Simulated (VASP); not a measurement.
## Fe: single point with PBE

Crystal: Fe.

```
Fe
1.0
    -1.42878    1.42878    1.47186
     1.42878   -1.42878    1.47186
     1.42878    1.42878   -1.47186
Fe
1
Direct
  0.00000 0.00000 0.00000
```

This cell differs from its parent crystal: stretched by +2 % along [0.0, 0.0, 1.0] at fixed volume.

- Program: VASP 6.6.1
- Task: single point
- Functional: PBE
- Potentials or basis: VASP PAW PBE potentials, release 64 (Fe)
- Cutoff: 520 eV
- k mesh: 11 × 11 × 11
- Occupations: fermi-dirac, width 0.1 eV
- Spin: collinear spin, ferromagnetic start
- Starting moments: [3.0] μB

| Property | Result |
| --- | --- |
| Pressure | -8.9 GPa |
| Net moment | 2.31 μB per cell |
| Site moments | Fe +2.32 μB |
| Valence electrons inside the program's atomic spheres | Fe 7.16 |

Stress tensor (GPa, compression positive):
```
 -7.99   0.00   0.00
  0.00  -7.99   0.00
  0.00   0.00 -10.76
```

Levels at points of the mesh, in eV from the Fermi level:
Spin up:
| k point | band 2 | band 3 | band 4 | band 5 | band 6 | band 7 | band 8 | band 9 |
| --- | --- | --- | --- | --- | --- | --- | --- | --- |
| (0.00, 0.00, 0.00) | -2.24 | -2.24 | -2.11 | -1.15 | -1.01 | 24.08 | 24.70 | 24.70 |
Spin down:
```csv
k point,band 1,band 2,band 3,band 4,band 5,band 6,band 7
"(0.00, 0.00, 0.00)",-7.92,-0.22,-0.22,-0.01,1.64,1.86,23.79
```

It took 66 s on 1 thread of Intel Xeon 8259CL, with other jobs on the host, peak memory 0.15 GiB.
